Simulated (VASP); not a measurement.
# Ag (Im-3m) in VASP: notebook, part 2 of 2

VASP 6.6.1. Earlier steps stand in the parts before.

### 5 Single point, r2SCAN

POSCAR

```
Ag
1.0
   -1.6400984784      1.6400984784      1.6400984784
    1.6400984784     -1.6400984784      1.6400984784
    1.6400984784      1.6400984784     -1.6400984784
Ag
1
Direct
    0.0000000000      0.0000000000      0.0000000000
```

INCAR.step1

```
ALGO = Normal
EDIFF = 1E-4
ENCUT = 520
GGA = PE
ISMEAR = 0
LASPH = True
LCHARG = False
LREAL = False
LWAVE = True
NBANDS = 12
NELM = 80
PREC = Accurate
SIGMA = 0.05
```

INCAR.step2

```
ALGO = Normal
EDIFF = 1E-7
ENCUT = 520
ISIF = 2
ISMEAR = 0
ISTART = 1
LASPH = True
LCHARG = True
LELF = True
LMIXTAU = True
LREAL = False
LVHAR = True
LWAVE = False
METAGGA = R2SCAN
NBANDS = 12
NELM = 80
PREC = Accurate
SIGMA = 0.05
```

KPOINTS

```
k-points
0
Gamma
  18 18 18
```

Potentials or basis: VASP PAW PBE potentials, release 64 (Ag).

Launch:

```bash
> cat potpaw_PBE.64/Ag/POTCAR > POTCAR
> cp INCAR.step1 INCAR
> mpirun -np 1 vasp_std > vasp.out
> cp INCAR.step2 INCAR
> mpirun -np 1 vasp_std > vasp.out
```

OUTCAR:

```text
EDIFF = 1E-7
   ENCUT = 520
   ISIF = 2
   ISMEAR = 0
   ISTART = 1
   LASPH = True
   LREAL = False
   METAGGA = R2SCAN
   NELM = 80
   PREC = Accurate

 ion  position               nearest neighbor table
   1  0.000  0.000  0.000-

  LATTYP: Found a body centered cubic cell.
 ALAT       =     3.2801969568

  Lattice vectors:

 A1 = (  -1.6400984784,   1.6400984784,   1.6400984784)
 A2 = (   1.6400984784,  -1.6400984784,   1.6400984784)
 A3 = (   1.6400984784,   1.6400984784,  -1.6400984784)

Analysis of symmetry for initial positions (statically):
=====================================================================
 Subroutine PRICEL returns:
 Original cell was already a primitive cell.

 Routine SETGRP: Setting up the symmetry group for a
 body centered cubic supercell.

 Subroutine GETGRP returns: Found 48 space group operations
 (whereof 48 operations were pure point group operations)
 out of a pool of 48 trial point group operations.

The static configuration has the point symmetry O_h .

Analysis of symmetry for dynamics (positions and initial velocities):
=====================================================================
 Subroutine PRICEL returns:
 Original cell was already a primitive cell.

 Routine SETGRP: Setting up the symmetry group for a
 body centered cubic supercell.

 Subroutine GETGRP returns: Found 48 space group operations
 (whereof 48 operations were pure point group operations)
 out of a pool of 48 trial point group operations.

The dynamic configuration has the point symmetry O_h .

 Subroutine INISYM returns: Found 48 space group operations
 (whereof 48 operations are pure point group operations),
 and found     1 'primitive' translations

----------------------------------------------------------------------------------------

                                     Primitive cell

  volume of cell :      17.6470

  direct lattice vectors                    reciprocal lattice vectors
    -1.640098478  1.640098478  1.640098478     0.000000000  0.304859743  0.304859743
     1.640098478 -1.640098478  1.640098478     0.304859743  0.000000000  0.304859743
     1.640098478  1.640098478 -1.640098478     0.304859743  0.304859743  0.000000000

  length of vectors
     2.840733894  2.840733894  2.840733894     0.431136783  0.431136783  0.431136783

  position of ions in fractional coordinates (direct lattice)
     0.000000000  0.000000000  0.000000000

  ion indices of the primitive-cell ions
   primitive index   ion index
                 1           1

----------------------------------------------------------------------------------------

 KPOINTS: k-points

Automatic generation of k-mesh.
 Grid dimensions read from file:
 generate k-points for:   18   18   18

 Generating k-lattice:

  Cartesian coordinates                     Fractional coordinates (reciprocal lattice)
     0.000000000  0.016936652  0.016936652     0.055555556  0.000000000  0.000000000
     0.016936652  0.000000000  0.016936652     0.000000000  0.055555556  0.000000000
     0.016936652  0.016936652  0.000000000     0.000000000  0.000000000  0.055555556

  Length of vectors
     0.023952043  0.023952043  0.023952043

  Shift w.r.t. Gamma in fractional coordinates (k-lattice)
     0.000000000  0.000000000  0.000000000

 Subroutine IBZKPT returns following result:
 ===========================================

 Found    195 irreducible k-points:

 Following reciprocal coordinates:
            Coordinates               Weight
  0.000000  0.000000  0.000000      1.000000
  0.055556  0.000000  0.000000     12.000000
  0.111111  0.000000  0.000000     12.000000
  0.166667  0.000000  0.000000     12.000000
  0.222222  0.000000  0.000000     12.000000
  0.277778  0.000000  0.000000     12.000000
[... 16 lines left out ...]
  0.333333  0.111111 -0.000000     48.000000
  0.388889  0.111111  0.000000     48.000000
 [... further k-points ...]
   k-points           NKPTS =    195   k-points in BZ     NKDIM =    195   number of bands    NBANDS=     12
   number of dos      NEDOS =    301   number of ions     NIONS =      1
   total plane-waves  NPLWV =  13824
   dimension x,y,z NGX =    24 NGY =   24 NGZ =   24
   dimension x,y,z NGXF=    48 NGYF=   48 NGZF=   48
   ions per type =               1
   NGX,Y,Z   is equivalent  to a cutoff of  14.05, 14.05, 14.05 a.u.
   NGXF,Y,Z  is equivalent  to a cutoff of  28.09, 28.09, 28.09 a.u.
 SYSTEM =  unknown system
   PREC   = accura    normal or accurate (medium, high low for compatibility)
   ISTART =      1    job   : 0-new  1-cont  2-samecut
   ICHARG =      0    charge: 1-file 2-atom 10-const
   ISPIN  =      1    spin polarized calculation?
   LNONCOLLINEAR =      F non collinear calculations
   LSORBIT =      F    spin-orbit coupling
   LASPH  =      T    aspherical Exc in radial PAW
   ENCUT  =  520.0 eV  38.22 Ry    6.18 a.u.   5.28  5.28  5.28*2*pi/ulx,y,z
   NELM   =     80;   NELMIN=  2; NELMDL=  0     # of ELM steps
   EDIFF  = 0.1E-06   stopping-criterion for ELM
   LREAL  =      F    real-space projection
   EDIFFG = 0.1E-05   stopping-criterion for IOM
   NSW    =      0    number of steps for IOM
   IBRION =     -1    ionic relax: 0-MD 1-quasi-New 2-CG
   NFREE  =      0    steps in history (QN), initial steepest desc. (CG)
   ISIF   =      2    stress and relaxation
   ISYM   =      2    0-nonsym 1-usesym 2-fastsym
   POTIM  = 0.5000    time-step for ionic-motion
   TEBEG  =    0.0;   TEEND  =   0.0 temperature during run
   PSTRESS=    0.0 pullay stress
   NELECT =      11.0000    total number of electrons
   NUPDOWN=      -1.0000    fix difference up-down
   EMIN   =  10.00;   EMAX   =-10.00  energy-range for DOS
   EFERMI =   0.00;   METHOD = LEGACY
   ISMEAR =     0;   SIGMA  =   0.05  broadening in eV -4-tet -1-fermi 0-gaus
   EFERMI_NEDOS =   21; number of points for ismear=-14 and -15
   IALGO  =     38    algorithm
   IMIX   =      4    mixing-type and parameters
     AMIX     =   0.40;   BMIX     =  1.00
     AMIX_MAG =   1.60;   BMIX_MAG =  1.00
  volume/ion in A,a.u.               =      17.65       119.09
  Fermi-wavevector in a.u.,A,eV,Ry     =   1.398457  2.642701 26.608671  1.955682
  Thomas-Fermi vector in A             =   2.521613
   LORBIT       =      0    0 simple, 1 ext, 2 COOP (PROOUT), +10 PAW based schemes
   METAGGA = R2SCAN    functional components
   LHFCALC =     F    Hartree Fock is set to
   AEXX    =    0.0000 exact exchange contribution
   IVDW    =     0    specifies the selected vdW correction
   LEPSILON=     F    determine dielectric tensor
   LRPA    =     F    only Hartree local field effects (RPA)
 non-spin polarized calculation
 Gauss-broadening in eV      SIGMA  =   0.05
  energy-cutoff  :      520.00
  volume of cell :       17.65
 maximum number of plane-waves:       490
 NGX is ok and might be reduce to    24
   NGX = 11   NGY = 11   NGZ = 11

 number of electron      11.0000004 magnetization

 Free energy of the ion-electron system (eV)
  ---------------------------------------------------
  ext. energy  EPLUGINS =         0.00000000
  ---------------------------------------------------
  free energy    TOTEN  =       -21.31931371 eV

  energy without entropy =      -21.31883040  energy(sigma->0) =      -21.31907205

 E-fermi :   7.9855     XC(G=0): -12.7253

 val. band max:        7.9641813295   @ k =   0.3889   0.0556   0.0556
 cond. band min:       7.9972459850   @ k =  -0.3889   0.4444   0.1111
 fundamental gap:      0.0330646554
 Fermi energy:         7.9854644496

 k-point     1 :       0.0000    0.0000    0.0000
  band No.  band energies     occupation
      1       0.2793      2.00000
      2       2.8431      2.00000
      3       2.8431      2.00000
      4       2.8431      2.00000
      5       4.1247      2.00000
      6       4.1247      2.00000
      7      26.5543      0.00000
      8      26.5543      0.00000
      9      26.5543      0.00000
     10      32.4921      0.00000
     11      32.4921      0.00000
     12      32.4921      0.00000
[... 331 lines left out ...]
 k-point    24 :       0.3889    0.1111    0.0000
  band No.  band energies     occupation
      1       1.6473      2.00000
      2       2.1800      2.00000
      3       3.9753      2.00000
      4       4.0719      2.00000
      5       4.6914      2.00000
      6       8.1490      0.00000
      7      13.0503      0.00000
      8      20.2709      0.00000
      9      22.4681      0.00000
     10      28.5247      0.00000
     11      31.4268      0.00000
     12      32.5972      0.00000

 [... further k-points ...]
[... 5 lines left out ...]
  --------------------------------------------------------------------------------------
  -------------------------------------------------------------------------------------
  Total       -0.0957061     -0.0957061     -0.0957061     -0.0000000     -0.0000000     -0.0000000
  in kB       -8.6892144     -8.6892144     -8.6892144     -0.0000000     -0.0000000     -0.0000000
  external PRESSURE =      -8.6892144 kB  Pullay stress =       0.0000000 kB

 VOLUME and BASIS-vectors are now :
 -----------------------------------------------------------------------------
  energy-cutoff  :      520.00
  volume of cell :       17.65
      direct lattice vectors                 reciprocal lattice vectors
    -1.640098478  1.640098478  1.640098478     0.000000000  0.304859743  0.304859743
     1.640098478 -1.640098478  1.640098478     0.304859743  0.000000000  0.304859743
     1.640098478  1.640098478 -1.640098478     0.304859743  0.304859743  0.000000000

 POSITION                                       TOTAL-FORCE (eV/Angst)
 -----------------------------------------------------------------------------------
      0.00000      0.00000      0.00000         0.000000      0.000000      0.000000
 -----------------------------------------------------------------------------------
    total drift:                               -0.000000      0.000000     -0.000000

  FREE ENERGIE OF THE ION-ELECTRON SYSTEM (eV)
  ---------------------------------------------------
  free  energy   TOTEN  =       -21.3193137072 eV

  energy  without entropy=      -21.3188303955  energy(sigma->0) =      -21.31907205
```

It took 47 s on 1 thread of Intel Xeon 6975P-C (Granite Rapids), shared host; peak memory 0.17 GiB.

What came out:

| Quantity | Value |
| --- | --- |
| Free energy | -21.3193 eV |
| Pressure | -0.9 GPa |

Levels at points of the mesh, in eV from the Fermi level:
```csv
k point,band 2,band 3,band 4,band 5,band 6,band 7,band 8,band 9
"(0.00, 0.00, 0.00)",-5.14,-5.14,-5.14,-3.86,-3.86,18.57,18.57,18.57
"(0.50, 0.00, 0.00)",-5.89,-3.91,-3.75,-2.88,0.08,4.08,13.76,14.78
"(0.50, 0.50, 0.50)",-6.52,-3.12,-3.12,-3.12,7.13,7.13,7.13,12.82
```

Caveat: the PAW data sets were made with another functional, which shifts forces and pressure a little.

### 6 Overview

```csv
level,cell,k mesh,gap on the mesh (eV),pressure (GPa)
PBE,"a = 2.843 Å, angles 109.5°, 1 atom",8 × 8 × 8,none,1.3
PBE,"a = 2.857 Å, angles 109.5°, 1 atom",8 × 8 × 8,none,-0.1
r2SCAN,"a = 2.831 Å, angles 109.5°, 1 atom",18 × 18 × 18,none,0.2
r2SCAN,"a = 2.841 Å, angles 109.5°, 1 atom",18 × 18 × 18,none,-0.9
```

Alike in all rows: task single point; potentials or basis VASP PAW PBE potentials, release 64 (Ag); no spin polarisation; cutoff (eV) 520; smearing gaussian 0.05 eV.

Caveats: the PAW data sets were made with another functional, which shifts forces and pressure a little (some runs).

Absolute energies hang on the potentials; compare differences alone.
